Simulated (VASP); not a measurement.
# CdSe (db) (P6_3mc) in VASP: single point with PBE

Aim: the single point of CdSe (db) with PBE.

Everything below comes from runs of VASP 6.6.1. Logs are shortened: lines on timing, memory, paths and dates and some standing lists are left out, and cuts for length are marked.

## (1) The cell of the first run

It takes space group P6_3mc (No. 186, hexagonal). Conventional cell: a = 4.300 Å, b = 4.300 Å, c = 7.020 Å, α = 90.00°, β = 90.00°, γ = 120.00°. Cd (site symmetry 3m) has 4 Se at 2.63 to 2.64 Å within 3.5 Å. Se (site symmetry 3m) has 4 Cd at 2.63 to 2.64 Å within 3.5 Å.

## (2) Single point, PBE

INCAR reads:

```
ALGO = Normal ; EDIFF = 1E-6
ENCUT = 520 ; GGA = PE
ISIF = 2 ; ISMEAR = 0
LASPH = T ; LCHARG = F
LREAL = F ; LWAVE = F
NBANDS = 26 ; NELM = 100
PREC = Accurate ; SIGMA = 0.02
```

KPOINTS reads:

```
k-points
0
Gamma
  9 9 4
```

POSCAR reads:

```
CdSe
1.0
    4.3000000000      0.0000000000      0.0000000000
   -2.1500000000      3.7239092363      0.0000000000
    0.0000000000      0.0000000000      7.0200000000
Cd Se
2 2
Direct
    0.3333333333      0.6666666667      0.0047185963
    0.6666666667      0.3333333333      0.5047185963
    0.3333333333      0.6666666667      0.3802814037
    0.6666666667      0.3333333333      0.8802814037
```

Potentials or basis: VASP PAW PBE potentials, release 64 (Cd, Se).

The run is started by

```bash
$ cat potpaw_PBE.64/Cd/POTCAR potpaw_PBE.64/Se/POTCAR > POTCAR
$ mpirun -np 1 vasp_std > vasp.out
```

OUTCAR:

```text
EDIFF = 1E-6
   ENCUT = 520
   GGA = PE
   ISIF = 2
   ISMEAR = 0
   LASPH = T
   LREAL = F
   NELM = 100
   PREC = Accurate

 ion  position               nearest neighbor table
   1  0.333  0.667  0.005-   4 2.63   4 2.63   4 2.63   3 2.64
   2  0.667  0.333  0.505-   3 2.63   3 2.63   3 2.63   4 2.64
   3  0.333  0.667  0.380-   2 2.63   2 2.63   2 2.63   1 2.64
   4  0.667  0.333  0.880-   1 2.63   1 2.63   1 2.63   2 2.64

  LATTYP: Found a hexagonal cell.
 ALAT       =     4.3000000000
 C/A-ratio  =     1.6325581395

  Lattice vectors:

 A1 = (   4.3000000000,   0.0000000000,   0.0000000000)
 A2 = (  -2.1500000000,   3.7239092363,   0.0000000000)
 A3 = (   0.0000000000,   0.0000000000,   7.0200000000)

Analysis of symmetry for initial positions (statically):
=====================================================================
 Subroutine PRICEL returns:
 Original cell was already a primitive cell.

 Routine SETGRP: Setting up the symmetry group for a
 hexagonal supercell.

 Subroutine GETGRP returns: Found 12 space group operations
 (whereof  6 operations were pure point group operations)
 out of a pool of 24 trial point group operations.

The static configuration has the point symmetry C_3v.
 The point group associated with its full space group is C_6v.

Analysis of symmetry for dynamics (positions and initial velocities):
=====================================================================
 Subroutine PRICEL returns:
 Original cell was already a primitive cell.

 Routine SETGRP: Setting up the symmetry group for a
 hexagonal supercell.

 Subroutine GETGRP returns: Found 12 space group operations
 (whereof  6 operations were pure point group operations)
 out of a pool of 24 trial point group operations.

The dynamic configuration has the point symmetry C_3v.
 The point group associated with its full space group is C_6v.

 Subroutine INISYM returns: Found 12 space group operations
 (whereof  6 operations are pure point group operations),
 and found     1 'primitive' translations

----------------------------------------------------------------------------------------

                                     Primitive cell

  volume of cell :     112.4099

  direct lattice vectors                    reciprocal lattice vectors
     4.300000000  0.000000000  0.000000000     0.232558140  0.134267504  0.000000000
    -2.150000000  3.723909236  0.000000000     0.000000000  0.268535009  0.000000000
     0.000000000  0.000000000  7.020000000     0.000000000  0.000000000  0.142450142

  length of vectors
     4.300000000  4.300000000  7.020000000     0.268535009  0.268535009  0.142450142

  position of ions in fractional coordinates (direct lattice)
     0.333333333  0.666666667  0.004718596
     0.666666667  0.333333333  0.504718596
     0.333333333  0.666666667  0.380281404
     0.666666667  0.333333333  0.880281404

  ion indices of the primitive-cell ions
   primitive index   ion index
                 1           1
                 2           2
                 3           3
                 4           4

----------------------------------------------------------------------------------------

 KPOINTS: k-points

Automatic generation of k-mesh.
 Grid dimensions read from file:
 generate k-points for:    9    9    4

 Generating k-lattice:

  Cartesian coordinates                     Fractional coordinates (reciprocal lattice)
     0.025839793  0.014918612  0.000000000     0.111111111  0.000000000  0.000000000
     0.000000000  0.029837223  0.000000000     0.000000000  0.111111111  0.000000000
     0.000000000  0.000000000  0.035612536     0.000000000  0.000000000  0.250000000

  Length of vectors
     0.029837223  0.029837223  0.035612536

  Shift w.r.t. Gamma in fractional coordinates (k-lattice)
     0.000000000  0.000000000  0.000000000

 Subroutine IBZKPT returns following result:
 ===========================================

 Found     36 irreducible k-points:

 Following reciprocal coordinates:
            Coordinates               Weight
  0.000000  0.000000  0.000000      1.000000
  0.111111 -0.000000  0.000000      6.000000
  0.222222  0.000000  0.000000      6.000000
  0.333333 -0.000000  0.000000      6.000000
  0.444444  0.000000  0.000000      6.000000
  0.111111  0.111111  0.000000      6.000000
[... 16 lines left out ...]
  0.333333  0.222222  0.250000     24.000000
  0.333333  0.333333  0.250000      4.000000
 [... further k-points ...]
   k-points           NKPTS =     36   k-points in BZ     NKDIM =     36   number of bands    NBANDS=     26
   number of dos      NEDOS =    301   number of ions     NIONS =      4
   total plane-waves  NPLWV =  55296
   dimension x,y,z NGX =    32 NGY =   32 NGZ =   54
   dimension x,y,z NGXF=    64 NGYF=   64 NGZF=  108
   ions per type =               2   2
   NGX,Y,Z   is equivalent  to a cutoff of  12.37, 12.37, 12.79 a.u.
   NGXF,Y,Z  is equivalent  to a cutoff of  24.74, 24.74, 25.58 a.u.
 SYSTEM =  unknown system
   PREC   = accura    normal or accurate (medium, high low for compatibility)
   ISTART =      0    job   : 0-new  1-cont  2-samecut
   ICHARG =      2    charge: 1-file 2-atom 10-const
   ISPIN  =      1    spin polarized calculation?
   LNONCOLLINEAR =      F non collinear calculations
   LSORBIT =      F    spin-orbit coupling
   LASPH  =      T    aspherical Exc in radial PAW
   ENCUT  =  520.0 eV  38.22 Ry    6.18 a.u.   8.00  8.00 13.05*2*pi/ulx,y,z
   NELM   =    100;   NELMIN=  2; NELMDL= -5     # of ELM steps
   EDIFF  = 0.1E-05   stopping-criterion for ELM
   LREAL  =      F    real-space projection
   EDIFFG = 0.1E-04   stopping-criterion for IOM
   NSW    =      0    number of steps for IOM
   IBRION =     -1    ionic relax: 0-MD 1-quasi-New 2-CG
   NFREE  =      0    steps in history (QN), initial steepest desc. (CG)
   ISIF   =      2    stress and relaxation
   ISYM   =      2    0-nonsym 1-usesym 2-fastsym
   POTIM  = 0.5000    time-step for ionic-motion
   TEBEG  =    0.0;   TEEND  =   0.0 temperature during run
   PSTRESS=    0.0 pullay stress
   NELECT =      36.0000    total number of electrons
   NUPDOWN=      -1.0000    fix difference up-down
   EMIN   =  10.00;   EMAX   =-10.00  energy-range for DOS
   EFERMI =   0.00;   METHOD = LEGACY
   ISMEAR =     0;   SIGMA  =   0.02  broadening in eV -4-tet -1-fermi 0-gaus
   EFERMI_NEDOS =   21; number of points for ismear=-14 and -15
   IALGO  =     38    algorithm
   IMIX   =      4    mixing-type and parameters
     AMIX     =   0.40;   BMIX     =  1.00
     AMIX_MAG =   1.60;   BMIX_MAG =  1.00
  volume/ion in A,a.u.               =      28.10       189.64
  Fermi-wavevector in a.u.,A,eV,Ry     =   1.120059  2.116604 17.068937  1.254531
  Thomas-Fermi vector in A             =   2.256702
   LORBIT       =      0    0 simple, 1 ext, 2 COOP (PROOUT), +10 PAW based schemes
   GGA     = PE    functional components
   LHFCALC =     F    Hartree Fock is set to
   AEXX    =    0.0000 exact exchange contribution
   IVDW    =     0    specifies the selected vdW correction
   LEPSILON=     F    determine dielectric tensor
   LRPA    =     F    only Hartree local field effects (RPA)
 non-spin polarized calculation
 Gauss-broadening in eV      SIGMA  =   0.02
  energy-cutoff  :      520.00
  volume of cell :      112.41
 maximum number of plane-waves:      3046
 NGX is ok and might be reduce to    32
   NGX = 15   NGY = 15   NGZ = 27

 number of electron      35.9999992 magnetization

 Free energy of the ion-electron system (eV)
  ---------------------------------------------------
  ext. energy  EPLUGINS =         0.00000000
  ---------------------------------------------------
  free energy    TOTEN  =       -10.92596998 eV

  energy without entropy =      -10.92596998  energy(sigma->0) =      -10.92596998

 E-fermi :   1.0744     XC(G=0):  -8.8841

 val. band max:        0.9541039051   @ k =   0.0000   0.0000   0.0000
 cond. band min:       1.6215710709   @ k =   0.0000   0.0000   0.0000
 fundamental gap:      0.6674671658
 Fermi energy:         1.0744332790

 k-point     1 :       0.0000    0.0000    0.0000
  band No.  band energies     occupation
      1     -11.6529      2.00000
      2     -11.2748      2.00000
      3      -6.9778      2.00000
      4      -6.9705      2.00000
      5      -6.9705      2.00000
      6      -6.9023      2.00000
[... 18 lines left out ...]
     25       7.9787      0.00000
     26       8.6731      0.00000

 k-point     2 :       0.1111   -0.0000    0.0000
  band No.  band energies     occupation
      1     -11.6146      2.00000
      2     -11.2572      2.00000
      3      -6.9663      2.00000
      4      -6.9567      2.00000
      5      -6.9414      2.00000
      6      -6.8856      2.00000
[... 18 lines left out ...]
     25       8.2713      0.00000
     26       8.4406      0.00000

 k-point     3 :       0.2222    0.0000    0.0000
  band No.  band energies     occupation
      1     -11.5139      2.00000
      2     -11.2152      2.00000
      3      -6.9357      2.00000
      4      -6.9250      2.00000
      5      -6.8624      2.00000
      6      -6.8347      2.00000
[... 18 lines left out ...]
     25       8.1851      0.00000
     26       8.9920      0.00000

 k-point     4 :       0.3333   -0.0000    0.0000
  band No.  band energies     occupation
      1     -11.3896      2.00000
      2     -11.1753      2.00000
      3      -6.9079      2.00000
      4      -6.8966      2.00000
      5      -6.7928      2.00000
      6      -6.7805      2.00000
[... 18 lines left out ...]
     25       8.7867      0.00000
     26       9.1948      0.00000
[... 496 lines left out ...]
      1     -11.3023      2.00000
      2     -11.1848      2.00000
      3      -6.8852      2.00000
      4      -6.8669      2.00000
      5      -6.7994      2.00000
      6      -6.7822      2.00000
[... 18 lines left out ...]
     25       8.4693      0.00000
     26       9.4414      0.00000

 k-point    23 :       0.3333    0.2222    0.2500
  band No.  band energies     occupation
      1     -11.2317      2.00000
      2     -11.1729      2.00000
      3      -6.8822      2.00000
      4      -6.8419      2.00000
      5      -6.7897      2.00000
      6      -6.7594      2.00000
[... 18 lines left out ...]
     25       9.0531      0.00000
     26       9.5628      0.00000

 k-point    24 :       0.3333    0.3333    0.2500
  band No.  band energies     occupation
      1     -11.1883      2.00000
      2     -11.1883      2.00000
      3      -6.8851      2.00000
      4      -6.8063      2.00000
      5      -6.8063      2.00000
      6      -6.7534      2.00000
[... 18 lines left out ...]
     25       9.5826      0.00000
     26       9.5826      0.00000

 [... further k-points ...]
[... 5 lines left out ...]
  --------------------------------------------------------------------------------------
  -------------------------------------------------------------------------------------
  Total        2.2561809      2.2561809      2.2812980      0.0000000      0.0000000      0.0000000
  in kB       32.1573203     32.1573203     32.5153132      0.0000000      0.0000000      0.0000000
  external PRESSURE =      32.2766513 kB  Pullay stress =       0.0000000 kB

 VOLUME and BASIS-vectors are now :
 -----------------------------------------------------------------------------
  energy-cutoff  :      520.00
  volume of cell :      112.41
      direct lattice vectors                 reciprocal lattice vectors
     4.300000000  0.000000000  0.000000000     0.232558140  0.134267504  0.000000000
    -2.150000000  3.723909236  0.000000000     0.000000000  0.268535009  0.000000000
     0.000000000  0.000000000  7.020000000     0.000000000  0.000000000  0.142450142

 POSITION                                       TOTAL-FORCE (eV/Angst)
 -----------------------------------------------------------------------------------
     -0.00000      2.48261      0.03312         0.000000      0.000000      0.001614
      2.15000      1.24130      3.54312         0.000000      0.000000      0.001614
     -0.00000      2.48261      2.66958        -0.000000      0.000000     -0.001614
      2.15000      1.24130      6.17958        -0.000000      0.000000     -0.001614
 -----------------------------------------------------------------------------------
    total drift:                               -0.000000     -0.000000      0.000084

  FREE ENERGIE OF THE ION-ELECTRON SYSTEM (eV)
  ---------------------------------------------------
  free  energy   TOTEN  =       -10.9259699810 eV

  energy  without entropy=      -10.9259699810  energy(sigma->0) =      -10.92596998
```

It took 41 s on 1 thread of Intel Xeon 6975P-C (Granite Rapids), shared host; peak memory 0.27 GiB.

What came out:

* Free energy: -10.9260 eV
* Pressure: 3.2 GPa
* Band gap on the k mesh: 0.67 eV, direct

Levels at points of the mesh, in eV from the valence-band top:
| k point | band 14 | band 15 | band 16 | band 17 | band 18 | band 19 | band 20 | band 21 | band 22 | band 23 |
| --- | --- | --- | --- | --- | --- | --- | --- | --- | --- | --- |
| (0.00, 0.00, 0.00) | -0.77 | -0.77 | -0.05 | 0.00 | 0.00 | 0.67 | 2.21 | 5.86 | 5.86 | 6.14 |
| (0.00, 0.00, 0.50) | -2.67 | -0.40 | -0.40 | -0.40 | -0.40 | 2.38 | 2.38 | 5.86 | 5.86 | 6.26 |
